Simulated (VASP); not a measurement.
Input of a VASP 6.6.1 run:

INCAR

```
SYSTEM = Ta
PREC = Accurate
ENCUT = 600
EDIFF = 1E-6
ISMEAR = -1
SIGMA = 0.05
LREAL = .False.
LASPH = .True.
NELM = 100
ALGO = Normal
ISIF = 3
LWAVE = .False.
LCHARG = .False.
GGA = PE
IBRION = 2
NSW = 80
EDIFFG = -0.01
```

KPOINTS

```
regular mesh
0
Gamma
  17 17 17
  0 0 0
```

POSCAR

```
Ta
1.0
    2.7100000000      0.0000000000      0.0000000000
    0.0000000000      2.7100000000      0.0000000000
    0.0000000000      0.0000000000      2.7100000000
Ta
1
Direct
    0.0000000000      0.0000000000      0.0000000000
```

Potentials or basis: VASP PAW PBE potentials, release 64 (Ta_pv).

Launch:

```sh
$ cat potpaw_PBE.64/Ta_pv/POTCAR > POTCAR
$ mpirun -np 1 vasp_std > vasp.out
```

Predict the space group after relaxing (to 0.05 Å).

Pm-3m (No. 221).

Estimate the relaxed volume.

20.65 Å³/atom.

Predict the relaxed cell.

a = 2.744 Å, b = 2.744 Å, c = 2.744 Å, α = 90.00°, β = 90.00°, γ = 90.00°.

Final structure:
```
CELL_PARAMETERS angstrom
2.74357 0.00000 0.00000
0.00000 2.74357 0.00000
0.00000 0.00000 2.74357
ATOMIC_POSITIONS crystal
Ta 0.00000 0.00000 0.00000
```
